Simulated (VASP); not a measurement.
# ZnS (P2_1) in VASP: single point with r2SCAN

Aim: the single point of ZnS with r2SCAN.

All numbers are computed with VASP 6.6.1; they aren't measurements. Logs are shortened: lines on timing, memory, paths and dates and some standing lists are left out, and cuts for length are marked.

## (1) The cell of the first run

The typed cell holds 8 atoms: a = 3.809 Å, b = 3.809 Å, c = 12.466 Å, α = 90.00°, β = 90.00°, γ = 120.00°.

## (2) Single point, r2SCAN (then relaxed in part)

File POSCAR:

```
ZnS
1.0
    3.8086695731     -0.0001613202      0.0000000000
   -1.9044744939      3.2985227429      0.0000000000
    0.0000000000      0.0000000000     12.4655427707
Zn S
4 4
Direct
   -0.0000446769      0.0000265501      0.0001070418
    0.0000446769     -0.0000265501      0.5001070418
    0.3329937244      0.6666503271      0.2500694517
    0.6670062756      0.3333496729      0.7500694517
   -0.0002945330     -0.0000111786      0.1872415674
    0.0002945330      0.0000111786      0.6872415674
    0.3333372011      0.6666384295      0.4375819390
    0.6666627989      0.3333615705      0.9375819390
```

File INCAR.step1:

```
  PREC = Accurate
  ENCUT = 520
  ISMEAR = 0
  SIGMA = 0.05
  LREAL = False
  LASPH = True
  NELM = 60
  NBANDS = 46
  GGA = PE
  ALGO = Normal
  EDIFF = 1E-4
  LWAVE = True
  LCHARG = False
```

File INCAR.step2:

```
  PREC = Accurate
  ENCUT = 520
  EDIFF = 1E-7
  ISMEAR = 0
  SIGMA = 0.05
  LREAL = False
  LASPH = True
  NELM = 60
  ALGO = Normal
  ISIF = 2
  LWAVE = False
  LCHARG = False
  METAGGA = R2SCAN
  LMIXTAU = True
  NBANDS = 46
  ISTART = 1
```

File KPOINTS:

```
regular mesh
0
Gamma
  6 6 2
```

Potentials or basis: VASP PAW PBE potentials, release 64 (Zn, S).

Run with:

```
cat potpaw_PBE.64/Zn/POTCAR potpaw_PBE.64/S/POTCAR > POTCAR
cp INCAR.step1 INCAR
mpirun -np 1 vasp_std > vasp.out
cp INCAR.step2 INCAR
mpirun -np 1 vasp_std > vasp.out
```

OUTCAR:

```text
PREC = Accurate
   ENCUT = 520
   EDIFF = 1E-7
   ISMEAR = 0
   LREAL = False
   LASPH = True
   NELM = 60
   ISIF = 2
   METAGGA = R2SCAN
   ISTART = 1

 ion  position               nearest neighbor table
   1  1.000  0.000  0.000-   5 2.33   8 2.33   8 2.33   8 2.33
   2  0.000  1.000  0.500-   6 2.33   7 2.33   7 2.33   7 2.33
   3  0.333  0.667  0.250-   5 2.33   5 2.33   5 2.33   7 2.34
   4  0.667  0.333  0.750-   6 2.33   6 2.33   6 2.33   8 2.34
   5  1.000  1.000  0.187-   1 2.33   3 2.33   3 2.33   3 2.33
   6  0.000  0.000  0.687-   2 2.33   4 2.33   4 2.33   4 2.33
   7  0.333  0.667  0.438-   2 2.33   2 2.33   2 2.33   3 2.34
   8  0.667  0.333  0.938-   1 2.33   1 2.33   1 2.33   4 2.34

  LATTYP: Found a simple monoclinic cell.
 ALAT       =     3.8085623238
 B/A-ratio  =     3.2730310576
 C/A-ratio  =     1.0000281609
 COS(beta)  =    -0.4999407152

  Lattice vectors:

 A1 = (   1.9041950792,   3.2983614227,   0.0000000000)
 A2 = (   0.0000000000,   0.0000000000, -12.4655427707)
 A3 = (  -3.8086695731,   0.0001613202,   0.0000000000)

Analysis of symmetry for initial positions (statically):
=====================================================================
 Subroutine PRICEL returns:
 Original cell was already a primitive cell.

 Routine SETGRP: Setting up the symmetry group for a
 simple monoclinic supercell.

 Subroutine GETGRP returns: Found  2 space group operations
 (whereof  1 operations were pure point group operations)
 out of a pool of  4 trial point group operations.

The static configuration has the point symmetry C_1 .
 The point group associated with its full space group is C_2 .

Analysis of symmetry for dynamics (positions and initial velocities):
=====================================================================
 Subroutine PRICEL returns:
 Original cell was already a primitive cell.

 Routine SETGRP: Setting up the symmetry group for a
 simple monoclinic supercell.

 Subroutine GETGRP returns: Found  2 space group operations
 (whereof  1 operations were pure point group operations)
 out of a pool of  4 trial point group operations.

The dynamic configuration has the point symmetry C_1 .
 The point group associated with its full space group is C_2 .

 Subroutine INISYM returns: Found  2 space group operations
 (whereof  1 operations are pure point group operations),
 and found     1 'primitive' translations

----------------------------------------------------------------------------------------

                                     Primitive cell

  volume of cell :     156.6006

  direct lattice vectors                    reciprocal lattice vectors
     3.808669573 -0.000161320  0.000000000     0.262565297  0.151597836  0.000000000
    -1.904474494  3.298522743  0.000000000     0.000012841  0.303173431  0.000000000
     0.000000000  0.000000000 12.465542771     0.000000000  0.000000000  0.080221136

  length of vectors
     3.808669577  3.808841738 12.465542771     0.303187135  0.303173431  0.080221136

  position of ions in fractional coordinates (direct lattice)
     0.999955323  0.000026550  0.000107042
     0.000044677  0.999973450  0.500107042
     0.332993724  0.666650327  0.250069452
     0.667006276  0.333349673  0.750069452
     0.999705467  0.999988821  0.187241567
     0.000294533  0.000011179  0.687241567
     0.333337201  0.666638429  0.437581939
     0.666662799  0.333361571  0.937581939

  ion indices of the primitive-cell ions
   primitive index   ion index
                 1           1
                 2           2
                 3           3
                 4           4
                 5           5
                 6           6
                 7           7
                 8           8

----------------------------------------------------------------------------------------

 KPOINTS: regular mesh

Automatic generation of k-mesh.
 Grid dimensions read from file:
 generate k-points for:    6    6    2

 Generating k-lattice:

  Cartesian coordinates                     Fractional coordinates (reciprocal lattice)
     0.043760883  0.025266306  0.000000000     0.166666667  0.000000000  0.000000000
     0.000002140  0.050528905  0.000000000    -0.000000000  0.166666667  0.000000000
     0.000000000  0.000000000  0.040110568     0.000000000  0.000000000  0.500000000

  Length of vectors
     0.050531189  0.050528905  0.040110568

  Shift w.r.t. Gamma in fractional coordinates (k-lattice)
     0.000000000  0.000000000  0.000000000

 Subroutine IBZKPT returns following result:
 ===========================================

 Found     40 irreducible k-points:

 Following reciprocal coordinates:
            Coordinates               Weight
  0.000000  0.000000  0.000000      1.000000
  0.166667 -0.000000  0.000000      2.000000
  0.333333 -0.000000  0.000000      2.000000
  0.500000 -0.000000  0.000000      1.000000
  0.000000  0.166667  0.000000      2.000000
  0.166667  0.166667  0.000000      2.000000
[... 16 lines left out ...]
  0.333333 -0.000000  0.500000      2.000000
  0.500000 -0.000000  0.500000      1.000000
 [... further k-points ...]
   k-points           NKPTS =     40   k-points in BZ     NKDIM =     40   number of bands    NBANDS=     46
   number of dos      NEDOS =    301   number of ions     NIONS =      8
   total plane-waves  NPLWV =  75264
   dimension x,y,z NGX =    28 NGY =   28 NGZ =   96
   dimension x,y,z NGXF=    56 NGYF=   56 NGZF=  192
   ions per type =               4   4
   NGX,Y,Z   is equivalent  to a cutoff of  12.22, 12.22, 12.80 a.u.
   NGXF,Y,Z  is equivalent  to a cutoff of  24.44, 24.44, 25.61 a.u.
 SYSTEM =  unknown system
   PREC   = accura    normal or accurate (medium, high low for compatibility)
   ISTART =      1    job   : 0-new  1-cont  2-samecut
   ICHARG =      0    charge: 1-file 2-atom 10-const
   ISPIN  =      1    spin polarized calculation?
   LNONCOLLINEAR =      F non collinear calculations
   LSORBIT =      F    spin-orbit coupling
   LASPH  =      T    aspherical Exc in radial PAW
   ENCUT  =  520.0 eV  38.22 Ry    6.18 a.u.   7.08  7.08 23.18*2*pi/ulx,y,z
   NELM   =     60;   NELMIN=  2; NELMDL=  0     # of ELM steps
   EDIFF  = 0.1E-06   stopping-criterion for ELM
   LREAL  =      F    real-space projection
   EDIFFG = 0.1E-05   stopping-criterion for IOM
   NSW    =      0    number of steps for IOM
   IBRION =     -1    ionic relax: 0-MD 1-quasi-New 2-CG
   NFREE  =      0    steps in history (QN), initial steepest desc. (CG)
   ISIF   =      2    stress and relaxation
   ISYM   =      2    0-nonsym 1-usesym 2-fastsym
   POTIM  = 0.5000    time-step for ionic-motion
   TEBEG  =    0.0;   TEEND  =   0.0 temperature during run
   PSTRESS=    0.0 pullay stress
   NELECT =      72.0000    total number of electrons
   NUPDOWN=      -1.0000    fix difference up-down
   EMIN   =  10.00;   EMAX   =-10.00  energy-range for DOS
   EFERMI =   0.00;   METHOD = LEGACY
   ISMEAR =     0;   SIGMA  =   0.05  broadening in eV -4-tet -1-fermi 0-gaus
   EFERMI_NEDOS =   21; number of points for ismear=-14 and -15
   IALGO  =     38    algorithm
   IMIX   =      4    mixing-type and parameters
     AMIX     =   0.40;   BMIX     =  1.00
     AMIX_MAG =   1.60;   BMIX_MAG =  1.00
  volume/ion in A,a.u.               =      19.58       132.10
  Fermi-wavevector in a.u.,A,eV,Ry     =   1.263537  2.387738 21.722043  1.596525
  Thomas-Fermi vector in A             =   2.396889
   LORBIT       =      0    0 simple, 1 ext, 2 COOP (PROOUT), +10 PAW based schemes
   METAGGA = R2SCAN    functional components
   LHFCALC =     F    Hartree Fock is set to
   AEXX    =    0.0000 exact exchange contribution
   IVDW    =     0    specifies the selected vdW correction
   LEPSILON=     F    determine dielectric tensor
   LRPA    =     F    only Hartree local field effects (RPA)
 non-spin polarized calculation
 Gauss-broadening in eV      SIGMA  =   0.05
  energy-cutoff  :      520.00
  volume of cell :      156.60
 maximum number of plane-waves:      4257
   NGX = 15   NGY = 15   NGZ = 47

 number of electron      71.9999975 magnetization

 Free energy of the ion-electron system (eV)
  ---------------------------------------------------
  ext. energy  EPLUGINS =         0.00000000
  ---------------------------------------------------
  free energy    TOTEN  =       -75.45137791 eV

  energy without entropy =      -75.45137791  energy(sigma->0) =      -75.45137791

 E-fermi :   2.1775     XC(G=0): -10.3194

 val. band max:        1.9146266796   @ k =   0.0000   0.0000   0.0000
 cond. band min:       4.6659011243   @ k =   0.0000   0.0000   0.0000
 fundamental gap:      2.7512744447
 Fermi energy:         2.1775322747

 k-point     1 :       0.0000    0.0000    0.0000
  band No.  band energies     occupation
      1     -11.8298      2.00000
      2     -11.3964      2.00000
      3     -11.3856      2.00000
      4     -10.8682      2.00000
      5      -4.6201      2.00000
      6      -4.6130      2.00000
[... 38 lines left out ...]
     45       9.0453      0.00000
     46       9.2904      0.00000

 k-point     2 :       0.1667   -0.0000    0.0000
  band No.  band energies     occupation
      1     -11.6414      2.00000
      2     -11.2423      2.00000
      3     -11.2314      2.00000
      4     -10.7667      2.00000
      5      -4.6272      2.00000
      6      -4.6061      2.00000
[... 38 lines left out ...]
     45       9.1989      0.00000
     46       9.2765      0.00000

 k-point     3 :       0.3333   -0.0000    0.0000
  band No.  band energies     occupation
      1     -11.1894      2.00000
      2     -10.9028      2.00000
      3     -10.8925      2.00000
      4     -10.5853      2.00000
      5      -4.6372      2.00000
      6      -4.5815      2.00000
[... 38 lines left out ...]
     45       9.4160      0.00000
     46      10.0110      0.00000

 k-point     4 :       0.5000   -0.0000    0.0000
  band No.  band energies     occupation
      1     -10.8748      2.00000
      2     -10.7146      2.00000
      3     -10.7084      2.00000
      4     -10.5453      2.00000
      5      -4.6358      2.00000
      6      -4.5380      2.00000
[... 920 lines left out ...]
     45       9.4437      0.00000
     46       9.4437      0.00000

 k-point    23 :       0.3333   -0.0000    0.5000
  band No.  band energies     occupation
      1     -11.1061      2.00000
      2     -11.1061      2.00000
      3     -10.6789      2.00000
      4     -10.6789      2.00000
      5      -4.6154      2.00000
      6      -4.6154      2.00000
[... 38 lines left out ...]
     45       9.8963      0.00000
     46       9.8963      0.00000

 k-point    24 :       0.5000   -0.0000    0.5000
  band No.  band energies     occupation
      1     -10.8272      2.00000
      2     -10.8272      2.00000
      3     -10.5944      2.00000
      4     -10.5944      2.00000
      5      -4.5914      2.00000
      6      -4.5914      2.00000
[... 38 lines left out ...]
     45       9.8520      0.00000
     46       9.8520      0.00000

 [... further k-points ...]
[... 5 lines left out ...]
  --------------------------------------------------------------------------------------
  -------------------------------------------------------------------------------------
  Total        0.0066273      0.0090980      0.0404784      0.0046776      0.0000000      0.0000000
  in kB        0.0678036      0.0930811      0.4141335      0.0478569      0.0000000      0.0000000
  external PRESSURE =       0.1916727 kB  Pullay stress =       0.0000000 kB

 VOLUME and BASIS-vectors are now :
 -----------------------------------------------------------------------------
  energy-cutoff  :      520.00
  volume of cell :      156.60
      direct lattice vectors                 reciprocal lattice vectors
     3.808669573 -0.000161320  0.000000000     0.262565297  0.151597836  0.000000000
    -1.904474494  3.298522743  0.000000000     0.000012841  0.303173431  0.000000000
     0.000000000  0.000000000 12.465542771     0.000000000  0.000000000  0.080221136

 POSITION                                       TOTAL-FORCE (eV/Angst)
 -----------------------------------------------------------------------------------
      3.80845     -0.00007      0.00133         0.000025      0.000023     -0.005637
     -1.90425      3.29844      6.23411        -0.000025     -0.000023     -0.005637
     -0.00136      2.19891      3.11725        -0.002618      0.000150     -0.008370
      1.90555      1.09945      9.35002         0.002618     -0.000150     -0.008370
      1.90309      3.29832      2.33407         0.000685     -0.000094      0.006579
      0.00110      0.00004      8.56684        -0.000685      0.000094      0.006579
     -0.00002      2.19887      5.45470        -0.000281      0.000157      0.007428
      1.90422      1.09949     11.68747         0.000281     -0.000157      0.007428
 -----------------------------------------------------------------------------------
    total drift:                               -0.000001     -0.000002     -0.061906

  FREE ENERGIE OF THE ION-ELECTRON SYSTEM (eV)
  ---------------------------------------------------
  free  energy   TOTEN  =       -75.4513779092 eV

  energy  without entropy=      -75.4513779092  energy(sigma->0) =      -75.45137791
```

Run time: 7.1 min. Hardware: 1 thread of Intel Xeon 6975P-C (Granite Rapids), shared host; peak memory 0.41 GiB.

Results:

```
Free energy            : -75.4514 eV
Pressure               : 0.0 GPa
Largest force          : 0.009 eV/Å
Band gap on the k mesh : 2.75 eV
```

Forces on the atoms (eV/Å):
```
Zn   0.000  0.000 -0.006
Zn   0.000  0.000 -0.006
Zn  -0.003  0.000 -0.008
Zn   0.003  0.000 -0.008
S    0.001  0.000  0.007
S   -0.001  0.000  0.007
S    0.000  0.000  0.007
S    0.000  0.000  0.007
```

Levels at points of the mesh, in eV from the valence-band top:
```tsv
k point	band 34	band 35	band 36	band 37	band 38	band 39
(0.00, 0.00, 0.00)	-0.04	0.00	0.00	2.75	3.72	3.95
(0.50, 0.00, 0.00)	-1.64	-1.15	-0.91	3.74	3.76	4.17
(0.00, 0.50, 0.00)	-1.64	-1.15	-0.91	3.74	3.75	4.17
(0.50, 0.50, 0.00)	-1.64	-1.15	-0.91	3.74	3.75	4.17
(0.00, 0.00, 0.50)	-0.15	-0.15	-0.15	3.57	3.57	3.86
(0.50, 0.00, 0.50)	-1.55	-1.14	-1.14	4.09	4.09	4.50
(0.00, 0.50, 0.50)	-1.55	-1.14	-1.14	4.09	4.09	4.50
(0.50, 0.50, 0.50)	-1.55	-1.14	-1.14	4.09	4.09	4.50
```

Caveat: the cell differs from its parent crystal (then relaxed in part); the PAW data sets were made with another functional, which shifts forces and pressure a little.
